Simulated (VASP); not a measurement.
# Cu (Pm-3m) in VASP: further runs

Runs on Cu. Level: r2SCAN. Tasks: single point, relaxation of cell and atoms.

All numbers are computed with VASP 6.6.1; they aren't measurements. Logs are shortened: lines on timing, memory, paths and dates and some standing lists are left out, and cuts for length are marked.

## (1) The cell of the first run

The structure is cubic, space group Pm-3m (No. 221). Conventional cell: a = 2.369 Å, b = 2.369 Å, c = 2.369 Å, α = 90.00°, β = 90.00°, γ = 90.00°. Cu (site symmetry m-3m) has 6 Cu at 2.37 Å within 3.1 Å.

## (2) Single point, r2SCAN

Input file POSCAR:

```
Cu
1.0
    2.3686699767      0.0000000000      0.0000000000
    0.0000000000      2.3686699767      0.0000000000
    0.0000000000      0.0000000000      2.3686699767
Cu
1
Direct
    0.0000000000      0.0000000000      0.0000000000
```

Input file INCAR.step1:

```
ALGO = Normal
EDIFF = 1E-4
ENCUT = 520
GGA = PE
ISMEAR = -1
LASPH = True
LCHARG = False
LREAL = False
LWAVE = True
NBANDS = 12
NELM = 60
PREC = Accurate
SIGMA = 0.1
```

Input file INCAR.step2:

```
ALGO = Normal
EDIFF = 1E-7
ENCUT = 520
ISIF = 2
ISMEAR = -1
ISTART = 1
LASPH = True
LCHARG = True
LELF = True
LMIXTAU = True
LREAL = False
LVHAR = True
LWAVE = False
METAGGA = R2SCAN
NBANDS = 12
NELM = 60
PREC = Accurate
SIGMA = 0.1
```

Input file KPOINTS:

```
k-points
0
Gamma
  10 10 10
```

Potentials or basis: VASP PAW PBE potentials, release 64 (Cu).

Command:

```
cat potpaw_PBE.64/Cu/POTCAR > POTCAR
cp INCAR.step1 INCAR
mpirun -np 1 vasp_std > vasp.out
cp INCAR.step2 INCAR
mpirun -np 1 vasp_std > vasp.out
```

OUTCAR:

```text
EDIFF = 1E-7
   ENCUT = 520
   ISIF = 2
   ISMEAR = -1
   ISTART = 1
   LASPH = True
   LREAL = False
   METAGGA = R2SCAN
   NELM = 60
   PREC = Accurate

 ion  position               nearest neighbor table
   1  0.000  0.000  0.000-

  LATTYP: Found a simple cubic cell.
 ALAT       =     2.3686699767

  Lattice vectors:

 A1 = (   2.3686699767,   0.0000000000,   0.0000000000)
 A2 = (   0.0000000000,   2.3686699767,   0.0000000000)
 A3 = (   0.0000000000,   0.0000000000,   2.3686699767)

Analysis of symmetry for initial positions (statically):
=====================================================================
 Subroutine PRICEL returns:
 Original cell was already a primitive cell.

 Routine SETGRP: Setting up the symmetry group for a
 simple cubic supercell.

 Subroutine GETGRP returns: Found 48 space group operations
 (whereof 48 operations were pure point group operations)
 out of a pool of 48 trial point group operations.

The static configuration has the point symmetry O_h .

Analysis of symmetry for dynamics (positions and initial velocities):
=====================================================================
 Subroutine PRICEL returns:
 Original cell was already a primitive cell.

 Routine SETGRP: Setting up the symmetry group for a
 simple cubic supercell.

 Subroutine GETGRP returns: Found 48 space group operations
 (whereof 48 operations were pure point group operations)
 out of a pool of 48 trial point group operations.

The dynamic configuration has the point symmetry O_h .

 Subroutine INISYM returns: Found 48 space group operations
 (whereof 48 operations are pure point group operations),
 and found     1 'primitive' translations

----------------------------------------------------------------------------------------

                                     Primitive cell

  volume of cell :      13.2897

  direct lattice vectors                    reciprocal lattice vectors
     2.368669977  0.000000000  0.000000000     0.422177851  0.000000000  0.000000000
     0.000000000  2.368669977  0.000000000     0.000000000  0.422177851  0.000000000
     0.000000000  0.000000000  2.368669977     0.000000000  0.000000000  0.422177851

  length of vectors
     2.368669977  2.368669977  2.368669977     0.422177851  0.422177851  0.422177851

  position of ions in fractional coordinates (direct lattice)
     0.000000000  0.000000000  0.000000000

  ion indices of the primitive-cell ions
   primitive index   ion index
                 1           1

----------------------------------------------------------------------------------------

 KPOINTS: k-points

Automatic generation of k-mesh.
 Grid dimensions read from file:
 generate k-points for:   10   10   10

 Generating k-lattice:

  Cartesian coordinates                     Fractional coordinates (reciprocal lattice)
     0.042217785  0.000000000  0.000000000     0.100000000  0.000000000  0.000000000
     0.000000000  0.042217785  0.000000000     0.000000000  0.100000000  0.000000000
     0.000000000  0.000000000  0.042217785     0.000000000  0.000000000  0.100000000

  Length of vectors
     0.042217785  0.042217785  0.042217785

  Shift w.r.t. Gamma in fractional coordinates (k-lattice)
     0.000000000  0.000000000  0.000000000

 Subroutine IBZKPT returns following result:
 ===========================================

 Found     56 irreducible k-points:

 Following reciprocal coordinates:
            Coordinates               Weight
  0.000000  0.000000  0.000000      1.000000
  0.100000  0.000000  0.000000      6.000000
  0.200000  0.000000  0.000000      6.000000
  0.300000  0.000000  0.000000      6.000000
  0.400000  0.000000  0.000000      6.000000
  0.500000  0.000000  0.000000      3.000000
[... 16 lines left out ...]
  0.200000  0.100000  0.100000     24.000000
  0.300000  0.100000  0.100000     24.000000
 [... further k-points ...]
   k-points           NKPTS =     56   k-points in BZ     NKDIM =     56   number of bands    NBANDS=     12
   number of dos      NEDOS =    301   number of ions     NIONS =      1
   total plane-waves  NPLWV =   5832
   dimension x,y,z NGX =    18 NGY =   18 NGZ =   18
   dimension x,y,z NGXF=    36 NGYF=   36 NGZF=   36
   ions per type =               1
   NGX,Y,Z   is equivalent  to a cutoff of  12.63, 12.63, 12.63 a.u.
   NGXF,Y,Z  is equivalent  to a cutoff of  25.27, 25.27, 25.27 a.u.
 SYSTEM =  unknown system
   PREC   = accura    normal or accurate (medium, high low for compatibility)
   ISTART =      1    job   : 0-new  1-cont  2-samecut
   ICHARG =      0    charge: 1-file 2-atom 10-const
   ISPIN  =      1    spin polarized calculation?
   LNONCOLLINEAR =      F non collinear calculations
   LSORBIT =      F    spin-orbit coupling
   LASPH  =      T    aspherical Exc in radial PAW
   ENCUT  =  520.0 eV  38.22 Ry    6.18 a.u.   4.40  4.40  4.40*2*pi/ulx,y,z
   NELM   =     60;   NELMIN=  2; NELMDL=  0     # of ELM steps
   EDIFF  = 0.1E-06   stopping-criterion for ELM
   LREAL  =      F    real-space projection
   EDIFFG = 0.1E-05   stopping-criterion for IOM
   NSW    =      0    number of steps for IOM
   IBRION =     -1    ionic relax: 0-MD 1-quasi-New 2-CG
   NFREE  =      0    steps in history (QN), initial steepest desc. (CG)
   ISIF   =      2    stress and relaxation
   ISYM   =      2    0-nonsym 1-usesym 2-fastsym
   POTIM  = 0.5000    time-step for ionic-motion
   TEBEG  =    0.0;   TEEND  =   0.0 temperature during run
   PSTRESS=    0.0 pullay stress
   NELECT =      11.0000    total number of electrons
   NUPDOWN=      -1.0000    fix difference up-down
   EMIN   =  10.00;   EMAX   =-10.00  energy-range for DOS
   EFERMI =   0.00;   METHOD = LEGACY
   ISMEAR =    -1;   SIGMA  =   0.10  broadening in eV -4-tet -1-fermi 0-gaus
   EFERMI_NEDOS =   21; number of points for ismear=-14 and -15
   IALGO  =     38    algorithm
   IMIX   =      4    mixing-type and parameters
     AMIX     =   0.40;   BMIX     =  1.00
     AMIX_MAG =   1.60;   BMIX_MAG =  1.00
  volume/ion in A,a.u.               =      13.29        89.68
  Fermi-wavevector in a.u.,A,eV,Ry     =   1.537097  2.904691 32.146023  2.362666
  Thomas-Fermi vector in A             =   2.643653
   LORBIT       =      0    0 simple, 1 ext, 2 COOP (PROOUT), +10 PAW based schemes
   METAGGA = R2SCAN    functional components
   LHFCALC =     F    Hartree Fock is set to
   AEXX    =    0.0000 exact exchange contribution
   IVDW    =     0    specifies the selected vdW correction
   LEPSILON=     F    determine dielectric tensor
   LRPA    =     F    only Hartree local field effects (RPA)
 non-spin polarized calculation
  energy-cutoff  :      520.00
  volume of cell :       13.29
 maximum number of plane-waves:       370
 NGX is ok and might be reduce to    18
   NGX =  9   NGY =  9   NGZ =  9

 number of electron      11.0000032 magnetization

 Free energy of the ion-electron system (eV)
  ---------------------------------------------------
  ext. energy  EPLUGINS =         0.00000000
  ---------------------------------------------------
  free energy    TOTEN  =       -10.33094991 eV

  energy without entropy =      -10.32275378  energy(sigma->0) =      -10.32685184

 E-fermi :   5.9899     XC(G=0): -12.7909

 val. band max:        5.8579286247   @ k =   0.5000   0.1000   0.1000
 cond. band min:       6.0327779007   @ k =   0.4000   0.3000   0.0000
 fundamental gap:      0.1748492760
 Fermi energy:         5.9899402737

 k-point     1 :       0.0000    0.0000    0.0000
  band No.  band energies     occupation
      1      -2.6057      2.00000
      2       1.8039      2.00000
      3       1.8039      2.00000
      4       4.4869      2.00000
      5       4.4869      2.00000
      6       4.4869      2.00000
      7      24.8083      0.00000
      8      24.8083      0.00000
      9      24.8083      0.00000
     10      28.1895      0.00000
     11      28.1895      0.00000
     12      32.7258      0.00000

 k-point     2 :       0.1000    0.0000    0.0000
  band No.  band energies     occupation
      1      -2.3152      2.00000
      2       1.8369      2.00000
      3       1.9143      2.00000
      4       4.4019      2.00000
      5       4.4019      2.00000
      6       4.4938      2.00000
      7      21.5155      0.00000
      8      25.1847      0.00000
      9      25.1847      0.00000
     10      28.3125      0.00000
     11      30.2254      0.00000
     12      34.5321      0.00000

 k-point     3 :       0.2000    0.0000    0.0000
  band No.  band energies     occupation
      1      -1.4785      2.00000
      2       1.9239      2.00000
      3       2.2320      2.00000
      4       4.1853      2.00000
      5       4.1853      2.00000
      6       4.5119      2.00000
      7      17.1843      0.00000
      8      26.2730      0.00000
      9      26.2730      0.00000
     10      28.6870      0.00000
     11      31.1648      0.00000
     12      39.5214      0.00000
[... 286 lines left out ...]
 k-point    23 :       0.2000    0.1000    0.1000
  band No.  band energies     occupation
      1      -0.9247      2.00000
      2       2.1088      2.00000
      3       2.3430      2.00000
      4       4.0959      2.00000
      5       4.1315      2.00000
      6       4.3484      2.00000
      7      17.6985      0.00000
      8      22.6547      0.00000
      9      23.6357      0.00000
     10      33.0521      0.00000
     11      34.6641      0.00000
     12      37.9913      0.00000

 k-point    24 :       0.3000    0.1000    0.1000
  band No.  band energies     occupation
      1       0.2597      2.00000
      2       2.2216      2.00000
      3       2.7779      2.00000
      4       3.8154      2.00000
      5       4.0513      2.00000
      6       4.3780      2.00000
      7      13.7317      0.00000
      8      24.0636      0.00000
      9      25.0183      0.00000
     10      33.0987      0.00000
     11      34.3802      0.00000
     12      35.5137      0.00000

 [... further k-points ...]

------------------------ aborting loop because EDIFF is reached ----------------------------------------

  FORCE on cell =-STRESS in cart. coord.  units (eV):
  Direction    XX          YY          ZZ          XY          YZ          ZX
  --------------------------------------------------------------------------------------
  -------------------------------------------------------------------------------------
  Total        0.0425466      0.0425466      0.0425466      0.0000000      0.0000000     -0.0000000
  in kB        5.1293380      5.1293380      5.1293380      0.0000000      0.0000000     -0.0000000
  external PRESSURE =       5.1293380 kB  Pullay stress =       0.0000000 kB

 VOLUME and BASIS-vectors are now :
 -----------------------------------------------------------------------------
  energy-cutoff  :      520.00
  volume of cell :       13.29
      direct lattice vectors                 reciprocal lattice vectors
     2.368669977  0.000000000  0.000000000     0.422177851  0.000000000  0.000000000
     0.000000000  2.368669977  0.000000000     0.000000000  0.422177851  0.000000000
     0.000000000  0.000000000  2.368669977     0.000000000  0.000000000  0.422177851

 POSITION                                       TOTAL-FORCE (eV/Angst)
 -----------------------------------------------------------------------------------
      0.00000      0.00000      0.00000         0.000000      0.000000      0.000000
 -----------------------------------------------------------------------------------
    total drift:                                0.000000      0.000000      0.000000

  FREE ENERGIE OF THE ION-ELECTRON SYSTEM (eV)
  ---------------------------------------------------
  free  energy   TOTEN  =       -10.3309499109 eV

  energy  without entropy=      -10.3227537775  energy(sigma->0) =      -10.32685184
```

Run time: 16 s. Hardware: 1 thread of Intel Xeon 6975P-C (Granite Rapids), shared host; peak memory 0.12 GiB.

Results:

```yaml
Free_energy: -10.3309 eV
Pressure: 0.5 GPa
```

Caveat: the PAW data sets were made with another functional, which shifts forces and pressure a little.

## (3) Relaxation of cell and atoms, r2SCAN

This run uses another cell than the first one, of 12.98 Å³/atom, 0.977 times its volume.

Input file POSCAR:

```
Cu
1.0
    2.3500000000      0.0000000000      0.0000000000
    0.0000000000      2.3500000000      0.0000000000
    0.0000000000      0.0000000000      2.3500000000
Cu
1
Direct
    0.0000000000      0.0000000000      0.0000000000
```

Input file INCAR.step1:

```
SYSTEM = Cu
ALGO = Normal
EDIFF = 1E-4
ENCUT = 600
GGA = PE
ISMEAR = -1
LASPH = .TRUE.
LCHARG = .FALSE.
LREAL = .FALSE.
LWAVE = .TRUE.
NELM = 100
PREC = Accurate
SIGMA = 0.1
```

Input file INCAR.step2:

```
SYSTEM = Cu
ALGO = Normal
EDIFF = 1E-7
EDIFFG = -0.03
ENCUT = 600
IBRION = 2
ISIF = 3
ISMEAR = -1
ISTART = 1
LASPH = .TRUE.
LCHARG = .FALSE.
LMIXTAU = .TRUE.
LREAL = .FALSE.
LWAVE = .FALSE.
METAGGA = R2SCAN
NELM = 100
NSW = 80
PREC = Accurate
SIGMA = 0.1
```

Input file KPOINTS:

```
k-points
0
G
  10 10 10
  0 0 0
```

Potentials or basis: VASP PAW PBE potentials, release 64 (Cu).

Command:

```
cat potpaw_PBE.64/Cu/POTCAR > POTCAR
cp INCAR.step1 INCAR
mpirun -np 1 vasp_std > vasp.out
cp INCAR.step2 INCAR
mpirun -np 1 vasp_std > vasp.out
```

Wall time 37 s (1 thread of Intel Xeon 6975P-C (Granite Rapids), shared host); peak memory 0.13 GiB.

It converged, with:

```
Free energy                            : -10.3310 eV
Relaxed volume                         : 13.36 Å³/atom
Relaxed cell                           : a = 2.373 Å, b = 2.373 Å, c = 2.373 Å, α = 90.00°, β = 90.00°, γ = 90.00°
Space group after relaxing (to 0.05 Å) : Pm-3m (No. 221)
Energy gained by relaxing              : 4.1 meV/atom
Ionic steps                            : 3
Pressure after relaxing                : 0.0 GPa
```

Step by step:
```tsv
step	energy change (eV)	largest force (eV/Å)	pressure (GPa)	volume (Å³)
1	0.0000	0.0000	3.55	12.98
2	-0.0034	0.0000	-1.39	13.53
3	-0.0041	0.0000	0.01	13.36
```

Final structure:
```yaml
crystal:
  lattice:
    - [2.37271, 0.00000, 0.00000]
    - [0.00000, 2.37271, 0.00000]
    - [0.00000, 0.00000, 2.37271]
  atoms:
    - { symbol: Cu, position: [0.00000, 0.00000, 0.00000] }
```

Levels at points of the mesh, in eV from the Fermi level:
```
           k point  band 1  band 2  band 3  band 4  band 5  band 6  band 7  band 8  band 9
(0.00, 0.00, 0.00)   -8.56   -4.16   -4.16   -1.50   -1.50   -1.50   18.76   18.76   18.76
(0.50, 0.00, 0.00)   -4.56   -3.81   -2.33   -2.33   -1.49   -1.43    2.18   24.60   25.65
(0.50, 0.50, 0.00)   -4.58   -3.55   -2.16   -2.16   -0.87    4.51    4.51    9.49   10.51
(0.50, 0.50, 0.50)   -3.84   -3.84   -3.84   -0.83   -0.83   10.73   10.73   10.73   14.20
```

Caveat: the PAW data sets were made with another functional, which shifts forces and pressure a little.

## (4) Relaxation of cell and atoms, r2SCAN, target pressure 15 GPa, at which the enthalpy is minimised

This run uses another cell than the first one, of 12.98 Å³/atom, 0.977 times its volume.

POSCAR is that of step 3.

Input file INCAR.step1:

```
PREC     = Accurate       # precision mode
ENCUT    = 600            # plane-wave cutoff, eV
ISMEAR   = -1             # smearing method
SIGMA    = 0.1            # smearing width, eV
LREAL    = False          # projectors in reciprocal space
LASPH    = True           # aspherical terms in the spheres
NELM     = 60             # most SCF steps
GGA      = PE             # functional
ALGO     = Normal         # electronic algorithm
EDIFF    = 1E-4           # SCF threshold, eV
LWAVE    = True           # write WAVECAR
LCHARG   = False          # write CHGCAR
```

Input file INCAR.step2:

```
PREC     = Accurate       # precision mode
ENCUT    = 600            # plane-wave cutoff, eV
EDIFF    = 1E-6           # SCF threshold, eV
ISMEAR   = -1             # smearing method
SIGMA    = 0.1            # smearing width, eV
LREAL    = False          # projectors in reciprocal space
LASPH    = True           # aspherical terms in the spheres
NELM     = 60             # most SCF steps
ALGO     = Normal         # electronic algorithm
ISIF     = 3              # what is computed and relaxed
LWAVE    = False          # write WAVECAR
LCHARG   = False          # write CHGCAR
METAGGA  = R2SCAN         # meta-GGA
LMIXTAU  = True         
IBRION   = 2              # ionic algorithm
NSW      = 80             # ionic steps
EDIFFG   = -0.03          # ionic threshold
PSTRESS  = 150.0        
ISTART   = 1
```

Input file KPOINTS:

```
regular mesh
0
Gamma
  10 10 10
```

Command:

```
cat potpaw_PBE.64/Cu/POTCAR > POTCAR
cp INCAR.step1 INCAR
mpirun -np 1 vasp_std > vasp.out
cp INCAR.step2 INCAR
mpirun -np 1 vasp_std > vasp.out
```

Run time: 40 s. Hardware: 1 thread of Intel Xeon 6975P-C (Granite Rapids), shared host; peak memory 0.13 GiB.

It converged, with:

```
Free energy                                            : -10.2790 eV
Relaxed volume                                         : 12.10 Å³/atom
Relaxed cell                                           : a = 2.296 Å, b = 2.296 Å, c = 2.296 Å, α = 90.00°, β = 90.00°, γ = 90.00°
Space group after relaxing (to 0.05 Å)                 : Pm-3m (No. 221)
Energy change on relaxing (the enthalpy is what falls) : +47.9 meV/atom
Ionic steps                                            : 4
Pressure after relaxing                                : 14.9 GPa
```

The path:
```csv
step,energy change (eV),largest force (eV/Å),pressure (GPa),volume (Å³)
1,0.0000,0.0000,4.34,12.98
2,0.1342,0.0000,26.74,11.42
3,0.0507,0.0000,15.41,12.07
4,0.0479,0.0000,14.86,12.10
```

Final structure:
```yaml
crystal:
  lattice:
    - [2.29566, 0.00000, 0.00000]
    - [0.00000, 2.29566, 0.00000]
    - [0.00000, 0.00000, 2.29566]
  atoms:
    - { symbol: Cu, position: [0.00000, 0.00000, 0.00000] }
```

Levels at points of the mesh, in eV from the Fermi level:
```tsv
k point	band 2	band 3	band 4	band 5	band 6	band 7	band 8	band 9
(0.00, 0.00, 0.00)	-4.64	-4.64	-1.55	-1.55	-1.55	19.93	19.93	19.93
(0.50, 0.00, 0.00)	-4.23	-2.51	-2.51	-1.86	-1.46	2.58	25.56	27.51
(0.50, 0.50, 0.00)	-3.90	-2.32	-2.32	-0.83	4.70	4.70	10.65	10.99
(0.50, 0.50, 0.50)	-4.29	-4.29	-0.78	-0.78	11.56	11.56	11.56	14.46
```

Caveat: the cell is relaxed towards a set pressure, so the enthalpy falls and the energy may rise; the PAW data sets were made with another functional, which shifts forces and pressure a little.

(Continued in part 2 of 2.)
